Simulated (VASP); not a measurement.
Wanted: the native input for a VASP 6.6.1 run.

* Task: single point
* Functional: LDA
* Potentials or basis: VASP PAW LDA potentials, release 64 (I)
* Cutoff: 520 eV
* k mesh: 9 × 9 × 9
* Occupations: fermi-dirac, width 0.05 eV
* Spin: no spin polarisation
* Dipole correction: no
* Further INCAR settings: ALGO = Normal; EDIFF = 1e-06; NBANDS = 10

The structure of I lies in POSCAR:

```
I
1.0
    0.0000000000      2.3336289500      3.8569979773
    2.1626168959      0.0000000000      3.8569979773
    2.1626168959      2.3336289500      0.0000000000
I
1
Direct
    0.0000000000      0.0000000000      0.0000000000
```

One way to write it, as run:

INCAR

```
SYSTEM = I
PREC     = Accurate       ! precision mode
ENCUT    = 520            ! plane-wave cutoff, eV
EDIFF    = 1E-6           ! SCF threshold, eV
ISMEAR   = -1             ! smearing method
SIGMA    = 0.05           ! smearing width, eV
LREAL    = .False.        ! projectors in reciprocal space
LASPH    = .True.         ! aspherical terms in the spheres
NELM     = 60             ! most SCF steps
ALGO     = Normal         ! electronic algorithm
ISIF     = 2              ! what is computed and relaxed
LWAVE    = .False.        ! write WAVECAR
LCHARG   = .True.         ! write CHGCAR
GGA      = CA             ! functional
LELF     = .True.         ! ELF
LVHAR    = .True.       
NBANDS   = 10             ! bands
```

KPOINTS

```
regular mesh
0
Gamma
  9 9 9
  0 0 0
```

Potentials or basis: VASP PAW LDA potentials, release 64 (I).

Launch:

```bash
$ cat potpaw_LDA.64/I/POTCAR > POTCAR
$ mpirun -np 1 vasp_std > vasp.out
```

Results of the run:

- Pressure: -1.3 GPa

Caveat: an odd number of electrons without spin polarisation forces a metal; a magnetic or distorted state may lie lower.

Wall time 12 s on 1 thread of Intel(R) Xeon(R) 6975P-C (Granite Rapids), with other jobs on the host, peak memory 0.18 GiB.
